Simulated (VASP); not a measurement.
# BeAl15N16 (a cell with a defect) in VASP: notebook

BeAl15N16 (a cell with a defect) is run at these levels: PBE; tasks: single point, relaxation of the atoms.

All numbers are computed with VASP 6.6.1; they aren't measurements. Logs are shortened: lines on timing, memory, paths and dates and some standing lists are left out, and cuts for length are marked.

### 1 The cell of the first run

The cell holds a defect, 32 atoms: a = 6.260 Å, b = 6.260 Å, c = 10.035 Å, α = 90.00°, β = 90.00°, γ = 120.00°.

### 2 Single point, PBE

INCAR reads:

```
SYSTEM = BeAl15N16
PREC = Accurate
ENCUT = 520
EDIFF = 1E-6
ISMEAR = -1
SIGMA = 0.01
LREAL = Auto
LASPH = .True.
NELM = 60
ALGO = Normal
ISIF = 2
LWAVE = .False.
LCHARG = .True.
GGA = PE
LELF = .True.
LVHAR = .True.
NELECT = 128.0
NBANDS = 86
```

KPOINTS reads:

```
Automatic mesh
0
Gamma
  2 2 2
  0.5 0.5 0.5
```

POSCAR reads:

```
BeAl15N16
1.0
    6.2595139128      0.0000000578      0.0000000000
   -3.1297570064      5.4208980350      0.0000000000
    0.0000000000      0.0000000000     10.0348065929
Al Be N
15 1 16
Direct
    0.3309428369      0.1668199619      0.2554391564
    0.3304816326      0.1672473154      0.7451763406
    0.1655925591      0.3322132572      0.9989301330
    0.3305943024      0.6616774527      0.2555231209
    0.1671432089      0.8329656293      0.4986521327
    0.3301974956      0.6606762662      0.7449013901
    0.1668655150      0.8328572476      0.9997229780
    0.8361054576      0.1671441773      0.2555171951
    0.6648584823      0.3307140667      0.4986373338
    0.8370829083      0.1675569745      0.7449072415
    0.6649312432      0.3308566748      0.9997097482
    0.8325031229      0.6652699868      0.2507959041
    0.6642021951      0.8336393010      0.4984886785
    0.8323743998      0.6653297232      0.7487556019
    0.6648551350      0.8329220578      0.9996970637
    0.1668756670      0.3308072306      0.5035696427
    0.3267395158      0.1711033953      0.4430928265
    0.1671557883      0.3306322237      0.1879609051
    0.3310807677      0.1666632886      0.9380215252
    0.1671399225      0.3305607102      0.6846293605
    0.3256128016      0.6576400459      0.4429404364
    0.1680280190      0.8311855957      0.1899450415
    0.3309036188      0.6664553805      0.9378317147
    0.1662107012      0.8303685305      0.6899818486
    0.8402108848      0.1722239296      0.4429639167
    0.6666018383      0.3296877070      0.1899448419
    0.8312211313      0.1667464302      0.9378139635
    0.6673000024      0.3315036618      0.6899829131
    0.8307223529      0.6670714831      0.4395045897
    0.6665025658      0.8312516494      0.1898873085
    0.8309876981      0.6666570696      0.9399462970
    0.6672652325      0.8304805500      0.6898549048
```

Potentials or basis: VASP PAW PBE potentials, release 64 (Al, Be, N).

Launch:

```bash
cat potpaw_PBE.64/Al/POTCAR potpaw_PBE.64/Be/POTCAR potpaw_PBE.64/N/POTCAR > POTCAR
mpirun -np 1 vasp_std > vasp.out
```

OUTCAR:

```text
SYSTEM = BeAl15N16
   PREC = Accurate
   ENCUT = 520
   EDIFF = 1E-6
   ISMEAR = -1
   LREAL = Auto
   LASPH = .True.
   NELM = 60
   ISIF = 2
   GGA = PE
   NELECT = 128.0

 ion  position               nearest neighbor table
   1  0.331  0.167  0.255-  17 1.88  18 1.90  22 1.93  26 1.93   5 3.04   9 3.04   8 3.10   4 3.10
                            12 3.13  12 3.13   3 3.14   7 3.14  11 3.14   4 3.16   8 3.16
   2  0.330  0.167  0.745-  20 1.87  28 1.91  24 1.91  19 1.94   5 3.07   9 3.07  10 3.09   6 3.09
                             3 3.11  14 3.13  14 3.13   7 3.13  11 3.13   6 3.17  10 3.17
   3  0.166  0.332  0.999-  19 1.90  18 1.90  23 1.91  27 1.91   6 3.11  10 3.11   2 3.11  11 3.13
                            15 3.13   7 3.13   7 3.13  15 3.13  11 3.13   4 3.13   8 3.13   1 3.14
   4  0.331  0.662  0.256-  21 1.88  22 1.92  18 1.92  30 1.94  13 3.04   5 3.04   8 3.10   1 3.10
                            12 3.13  12 3.13   3 3.13  15 3.14   7 3.14   1 3.16   8 3.16
   5  0.167  0.833  0.499-  21 1.89  17 1.92  29 1.92  24 1.92   1 3.04   4 3.04   2 3.07   6 3.07
                            12 3.08  14 3.10  13 3.11   9 3.12   9 3.14  13 3.15
   6  0.330  0.661  0.745-  20 1.89  24 1.89  32 1.91  23 1.94  13 3.06   5 3.07  10 3.09   2 3.09
                             3 3.11  14 3.13  14 3.13  15 3.14   7 3.14   2 3.17  10 3.17
   7  0.167  0.833  1.000-  23 1.90  22 1.91  19 1.91  31 1.92  14 3.10  12 3.10  15 3.12  11 3.12
                             3 3.13   3 3.13   2 3.13   6 3.14   1 3.14  11 3.14  15 3.14   4 3.14
   8  0.836  0.167  0.256-  25 1.88  26 1.92  18 1.92  30 1.94  13 3.04   9 3.04   4 3.10   1 3.10
                            12 3.13  12 3.13   3 3.13  15 3.14  11 3.14   1 3.16   4 3.16
   9  0.665  0.331  0.499-  25 1.89  17 1.92  29 1.92  28 1.92   1 3.04   8 3.04   2 3.07  10 3.07
[... 16 lines left out ...]
  19  0.331  0.167  0.938-   3 1.90   7 1.91  11 1.91   2 1.94
  20  0.167  0.331  0.685-  16 1.82   2 1.87  10 1.89   6 1.89
  21  0.326  0.658  0.443-  16 1.87   4 1.88   5 1.89  13 1.92
[... 9 lines left out ...]
  31  0.831  0.667  0.940-  15 1.90  11 1.92   7 1.92  14 1.92
  32  0.667  0.830  0.690-  14 1.89   6 1.91  10 1.91  13 1.92

  LATTYP: Found a hexagonal cell.
 ALAT       =     6.2595139128
 C/A-ratio  =     1.6031287306

  Lattice vectors:

 A1 = (   6.2595139128,   0.0000000578,   0.0000000000)
 A2 = (  -3.1297570064,   5.4208980350,   0.0000000000)
 A3 = (   0.0000000000,   0.0000000000,  10.0348065929)

Analysis of symmetry for initial positions (statically):
=====================================================================
 Subroutine PRICEL returns:
 Original cell was already a primitive cell.

 Routine SETGRP: Setting up the symmetry group for a
 hexagonal supercell.

 Subroutine GETGRP returns: Found  1 space group operations
 (whereof  1 operations were pure point group operations)
 out of a pool of 24 trial point group operations.

The static configuration has the point symmetry C_1 .

Analysis of symmetry for dynamics (positions and initial velocities):
=====================================================================
 Subroutine PRICEL returns:
 Original cell was already a primitive cell.

 Routine SETGRP: Setting up the symmetry group for a
 hexagonal supercell.

 Subroutine GETGRP returns: Found  1 space group operations
 (whereof  1 operations were pure point group operations)
 out of a pool of 24 trial point group operations.

The dynamic configuration has the point symmetry C_1 .

 Subroutine INISYM returns: Found  1 space group operations
 (whereof  1 operations are pure point group operations),
 and found     1 'primitive' translations

----------------------------------------------------------------------------------------

                                     Primitive cell

  volume of cell :     340.5029

  direct lattice vectors                    reciprocal lattice vectors
     6.259513913  0.000000058  0.000000000     0.159756813  0.092235641  0.000000000
    -3.129757006  5.420898035  0.000000000    -0.000000002  0.184471279  0.000000000
     0.000000000  0.000000000 10.034806593     0.000000000  0.000000000  0.099653141

  length of vectors
     6.259513913  6.259513913 10.034806593     0.184471279  0.184471279  0.099653141

  position of ions in fractional coordinates (direct lattice)
     0.330942837  0.166819962  0.255439156
     0.330481633  0.167247315  0.745176341
     0.165592559  0.332213257  0.998930133
     0.330594302  0.661677453  0.255523121
     0.167143209  0.832965629  0.498652133
     0.330197496  0.660676266  0.744901390
[... 24 lines left out ...]
     0.830987698  0.666657070  0.939946297
     0.667265232  0.830480550  0.689854905

  ion indices of the primitive-cell ions
   primitive index   ion index
                 1           1
                 2           2
                 3           3
                 4           4
                 5           5
                 6           6
[... 24 lines left out ...]
                31          31
                32          32

----------------------------------------------------------------------------------------

 KPOINTS: Automatic mesh

Automatic generation of k-mesh.
 Grid dimensions read from file:
 generate k-points for:    2    2    2

 Generating k-lattice:

  Cartesian coordinates                     Fractional coordinates (reciprocal lattice)
     0.079878407  0.046117821  0.000000000     0.500000000 -0.000000000  0.000000000
    -0.000000001  0.092235640  0.000000000     0.000000000  0.500000000  0.000000000
     0.000000000  0.000000000  0.049826571     0.000000000  0.000000000  0.500000000

  Length of vectors
     0.092235640  0.092235640  0.049826571

  Shift w.r.t. Gamma in fractional coordinates (k-lattice)
     0.500000000  0.500000000  0.500000000

 Subroutine IBZKPT returns following result:
 ===========================================

 Found     12 irreducible k-points:

 Following reciprocal coordinates:
            Coordinates               Weight
  0.250000  0.250000  0.250000      2.000000
 -0.250000  0.500000  0.250000      2.000000
  0.500000  0.250000  0.250000      2.000000
 -0.250000 -0.250000  0.250000      2.000000
  0.250000  0.500000  0.250000      2.000000
  0.500000 -0.250000  0.250000      2.000000
 -0.250000  0.250000  0.250000      2.000000
 -0.250000  0.000000  0.250000      2.000000
  0.000000 -0.250000  0.250000      2.000000
  0.250000 -0.250000  0.250000      2.000000
  0.250000  0.000000  0.250000      2.000000
  0.000000  0.250000  0.250000      2.000000
   k-points           NKPTS =     12   k-points in BZ     NKDIM =     12   number of bands    NBANDS=     86
   number of dos      NEDOS =    301   number of ions     NIONS =     32
   total plane-waves  NPLWV = 184320
   dimension x,y,z NGX =    48 NGY =   48 NGZ =   80
   dimension x,y,z NGXF=    96 NGYF=   96 NGZF=  160
   ions per type =              15   1  16
   NGX,Y,Z   is equivalent  to a cutoff of  12.75, 12.75, 13.25 a.u.
   NGXF,Y,Z  is equivalent  to a cutoff of  25.50, 25.50, 26.51 a.u.
 SYSTEM =  BeAl15N16
   PREC   = accura    normal or accurate (medium, high low for compatibility)
   ISTART =      0    job   : 0-new  1-cont  2-samecut
   ICHARG =      2    charge: 1-file 2-atom 10-const
   ISPIN  =      1    spin polarized calculation?
   LNONCOLLINEAR =      F non collinear calculations
   LSORBIT =      F    spin-orbit coupling
   LASPH  =      T    aspherical Exc in radial PAW
   ENCUT  =  520.0 eV  38.22 Ry    6.18 a.u.  11.64 11.64 18.66*2*pi/ulx,y,z
   NELM   =     60;   NELMIN=  2; NELMDL= -5     # of ELM steps
   EDIFF  = 0.1E-05   stopping-criterion for ELM
   LREAL  =      T    real-space projection
   EDIFFG = 0.1E-04   stopping-criterion for IOM
   NSW    =      0    number of steps for IOM
   IBRION =     -1    ionic relax: 0-MD 1-quasi-New 2-CG
   NFREE  =      0    steps in history (QN), initial steepest desc. (CG)
   ISIF   =      2    stress and relaxation
   ISYM   =      2    0-nonsym 1-usesym 2-fastsym
   POTIM  = 0.5000    time-step for ionic-motion
   TEBEG  =    0.0;   TEEND  =   0.0 temperature during run
   PSTRESS=    0.0 pullay stress
   NELECT =     128.0000    total number of electrons
   NUPDOWN=      -1.0000    fix difference up-down
   EMIN   =  10.00;   EMAX   =-10.00  energy-range for DOS
   EFERMI =   0.00;   METHOD = LEGACY
   ISMEAR =    -1;   SIGMA  =   0.01  broadening in eV -4-tet -1-fermi 0-gaus
   EFERMI_NEDOS =   21; number of points for ismear=-14 and -15
   IALGO  =     38    algorithm
   IMIX   =      4    mixing-type and parameters
     AMIX     =   0.40;   BMIX     =  1.00
     AMIX_MAG =   1.60;   BMIX_MAG =  1.00
  volume/ion in A,a.u.               =      10.64        71.81
  Fermi-wavevector in a.u.,A,eV,Ry     =   1.181511  2.232733 18.993310  1.395969
  Thomas-Fermi vector in A             =   2.317783
   LORBIT       =      0    0 simple, 1 ext, 2 COOP (PROOUT), +10 PAW based schemes
   GGA     = PE    functional components
   LHFCALC =     F    Hartree Fock is set to
   AEXX    =    0.0000 exact exchange contribution
   IVDW    =     0    specifies the selected vdW correction
   LEPSILON=     F    determine dielectric tensor
   LRPA    =     F    only Hartree local field effects (RPA)
 non-spin polarized calculation
  energy-cutoff  :      520.00
  volume of cell :      340.50
 maximum number of plane-waves:      9165
 NGX is ok and might be reduce to    48
   NGX = 23   NGY = 23   NGZ = 37

 number of electron     127.9999997 magnetization

 Free energy of the ion-electron system (eV)
  ---------------------------------------------------
  ext. energy  EPLUGINS =         0.00000000
  ---------------------------------------------------
  free energy    TOTEN  =      -229.33706906 eV

  energy without entropy =     -229.33706906  energy(sigma->0) =     -229.33706906

 E-fermi :   6.1458     XC(G=0): -10.8009

 val. band max:        5.8495190585   @ k =   0.2500  -0.2500   0.2500
 cond. band min:      10.7381800968   @ k =  -0.2500   0.2500   0.2500
 fundamental gap:      4.8886610383
 Fermi energy:         6.1458361924

 k-point     1 :       0.2500    0.2500    0.2500
  band No.  band energies     occupation
      1      -8.7666      2.00000
      2      -8.2959      2.00000
      3      -8.1682      2.00000
      4      -8.0968      2.00000
      5      -7.7819      2.00000
      6      -7.6634      2.00000
[... 937 lines left out ...]
     75      12.0781      0.00000
     76      12.1547      0.00000
 [bands above 76 left out]

------------------------ aborting loop because EDIFF is reached ----------------------------------------

  FORCE on cell =-STRESS in cart. coord.  units (eV):
  Direction    XX          YY          ZZ          XY          YZ          ZX
  --------------------------------------------------------------------------------------
  -------------------------------------------------------------------------------------
  Total        4.0895775      2.2651715      5.8618137     -1.5958333     -0.0351819      0.0440068
  in kB       19.2427956     10.6583706     27.5817449     -7.5089162     -0.1655423      0.2070664
  external PRESSURE =      19.1609704 kB  Pullay stress =       0.0000000 kB

 VOLUME and BASIS-vectors are now :
 -----------------------------------------------------------------------------
  energy-cutoff  :      520.00
  volume of cell :      340.50
      direct lattice vectors                 reciprocal lattice vectors
     6.259513913  0.000000058  0.000000000     0.159756813  0.092235641  0.000000000
    -3.129757006  5.420898035  0.000000000    -0.000000002  0.184471279  0.000000000
     0.000000000  0.000000000 10.034806593     0.000000000  0.000000000  0.099653141

 POSITION                                       TOTAL-FORCE (eV/Angst)
 -----------------------------------------------------------------------------------
      1.54944      0.90431      2.56328         0.101497     -0.058481     -0.110788
      1.54521      0.90663      7.47770         0.110343     -0.066492     -0.090523
     -0.00322      1.80089     10.02407        -0.114433      0.058743     -0.102041
     -0.00153      3.58689      2.56413         0.107806     -0.058001     -0.120300
     -1.56074      4.51542      5.00388        -0.129836      0.070844     -0.079159
     -0.00088      3.58146      7.47494         0.117025     -0.079051     -0.099221
[... 24 lines left out ...]
      3.11510      3.61388      9.43218         0.172890     -0.094195      0.097655
      1.57755      4.50195      6.92256        -0.188971      0.109522      0.073935
 -----------------------------------------------------------------------------------
    total drift:                                0.003050     -0.009185      0.009759

  FREE ENERGIE OF THE ION-ELECTRON SYSTEM (eV)
  ---------------------------------------------------
  free  energy   TOTEN  =      -229.3370690586 eV

  energy  without entropy=     -229.3370690586  energy(sigma->0) =     -229.33706906
```

Run time: 6.3 min. Hardware: 1 thread of Intel Xeon 6975P-C (Granite Rapids), shared host; peak memory 0.55 GiB.

Results:

| Quantity | Value |
| --- | --- |
| Free energy | -229.3371 eV |
| Largest force | 0.301 eV/Å |

Forces in eV/Å, atoms in the order of the input:
```
Al   0.101 -0.058 -0.111
Al   0.110 -0.066 -0.091
Al  -0.114  0.059 -0.102
Al   0.108 -0.058 -0.120
Al  -0.130  0.071 -0.079
Al   0.117 -0.079 -0.099
Al  -0.105  0.059 -0.102
Al   0.106 -0.062 -0.120
Al  -0.126  0.074 -0.075
Al   0.125 -0.066 -0.099
Al  -0.110  0.062 -0.101
Al   0.106 -0.065 -0.111
Al  -0.113  0.063 -0.092
Al   0.128 -0.076 -0.089
Al  -0.119  0.063 -0.105
Be  -0.108  0.066 -0.117
N    0.194 -0.115  0.121
N   -0.171  0.098  0.087
N    0.175 -0.101  0.084
N   -0.178  0.105  0.138
N    0.272  0.060  0.113
N   -0.176  0.082  0.109
N    0.176 -0.088  0.097
N   -0.182  0.104  0.082
N    0.084 -0.266  0.109
N   -0.162  0.115  0.109
N    0.171 -0.099  0.099
N   -0.175  0.107  0.081
N    0.172 -0.096  0.092
N   -0.161  0.093  0.122
N    0.173 -0.094  0.098
N   -0.189  0.110  0.074
```

Caveat: the k points lie up to 0.58 Å⁻¹ apart; the cell carries a net charge on a neutralising background, which shifts energy and pressure; the cell is charged against a uniform background, so pressure and absolute levels hang on convention.

### 3 Single point, PBE

INCAR reads:

```
SYSTEM = BeAl15N16
  ALGO = Normal
  EDIFF = 1E-6
  ENCUT = 520
  GGA = PE
  ISIF = 2
  ISMEAR = -1
  LASPH = .TRUE.
  LCHARG = .FALSE.
  LREAL = Auto
  LWAVE = .FALSE.
  NBANDS = 86
  NELECT = 126.0
  NELM = 60
  PREC = Accurate
  SIGMA = 0.01
```

KPOINTS is that of step 2.

POSCAR reads:

```
BeAl15N16
1.0
    6.2595139128      0.0000000578      0.0000000000
   -3.1297570064      5.4208980350      0.0000000000
    0.0000000000      0.0000000000     10.0348065929
Al Be N
15 1 16
Direct
    0.3317205969      0.1674532423      0.2530806110
    0.3368450037      0.1635657403      0.7462191759
    0.1658208343      0.3342508959      0.9996845755
    0.3335815137      0.6647603777      0.2527004210
    0.1653740154      0.8331862013      0.4997649718
    0.3377443013      0.6700802365      0.7477476451
    0.1652757954      0.8319021226      1.0002916940
    0.8355739857      0.1673820984      0.2541354017
    0.6704954604      0.3378433089      0.4995509734
    0.8304125090      0.1636256031      0.7464181361
    0.6655888605      0.3344357485      1.0004741254
    0.8337524301      0.6680118491      0.2517382399
    0.6694840859      0.8359825309      0.5005271585
    0.8343558808      0.6664419700      0.7505484645
    0.6659061194      0.8331870169      1.0008191947
    0.1679636840      0.3328612356      0.4772536606
    0.3288709450      0.1769904939      0.4467079325
    0.1687073574      0.3327012544      0.1908905824
    0.3305876786      0.1683250223      0.9403098264
    0.1700021534      0.3316199450      0.6997181821
    0.3271654739      0.6584949827      0.4456978793
    0.1701579391      0.8337654821      0.1925245797
    0.3314968353      0.6682340989      0.9403479261
    0.1692432107      0.8311641061      0.6910874591
    0.8476494717      0.1780817976      0.4457511451
    0.6681750584      0.3317247775      0.1933654448
    0.8321591400      0.1695863976      0.9403471299
    0.6701625810      0.3329338992      0.6911583186
    0.8337972907      0.6709134671      0.4409901398
    0.6687495221      0.8337513670      0.1917854822
    0.8317402005      0.6682250147      0.9418474972
    0.6701305094      0.8316943364      0.6914389761
```

Potentials or basis: VASP PAW PBE potentials, release 64 (Al, Be, N).

Launch:

```bash
cat potpaw_PBE.64/Al/POTCAR potpaw_PBE.64/Be/POTCAR potpaw_PBE.64/N/POTCAR > POTCAR
mpirun -np 1 vasp_std > vasp.out
```

Wall time 7.6 min (1 thread of Intel Xeon 6975P-C (Granite Rapids), shared host); peak memory 0.55 GiB.

The run converged. Its results:

| Item | Value |
| --- | --- |
| Free energy | -240.4774 eV |
| Largest force | 0.323 eV/Å |

Forces on the atoms (eV/Å):
```
Al   0.189  0.038 -0.041
Al   0.072  0.002 -0.055
Al  -0.109  0.009 -0.117
Al   0.070 -0.073  0.004
Al  -0.015  0.147  0.001
Al   0.026 -0.178 -0.209
Al  -0.169  0.234 -0.089
Al   0.181  0.063 -0.219
Al  -0.153  0.062  0.024
Al   0.242  0.112  0.005
Al  -0.052  0.019 -0.077
Al   0.206 -0.116 -0.121
Al  -0.158 -0.025 -0.103
Al   0.231 -0.073 -0.101
Al  -0.084  0.205 -0.209
Be  -0.082  0.191  0.052
N    0.114 -0.217 -0.018
N   -0.227  0.071  0.055
N    0.220 -0.127  0.101
N   -0.222  0.105  0.155
N    0.294 -0.045 -0.010
N   -0.191  0.016  0.097
N    0.251 -0.133  0.146
N   -0.227  0.094  0.091
N    0.081 -0.304  0.066
N   -0.227  0.082  0.038
N    0.170 -0.201  0.109
N   -0.217  0.079  0.024
N    0.118 -0.110  0.042
N   -0.231  0.073  0.214
N    0.142 -0.112  0.121
N   -0.243  0.114  0.023
```

Levels at points of the mesh, in eV from the Fermi level:
```
           k point  band 60  band 61  band 62  band 63  band 64  band 65  band 66  band 67
(0.25, 0.25, 0.25)    -0.57    -0.49    -0.40    -0.35     0.04     5.79     6.14     6.31
```

Caveat: the k points lie up to 0.58 Å⁻¹ apart; the cell carries a net charge on a neutralising background, which shifts energy and pressure; the cell is charged against a uniform background, so pressure and absolute levels hang on convention.

[end of part 1 of 2]
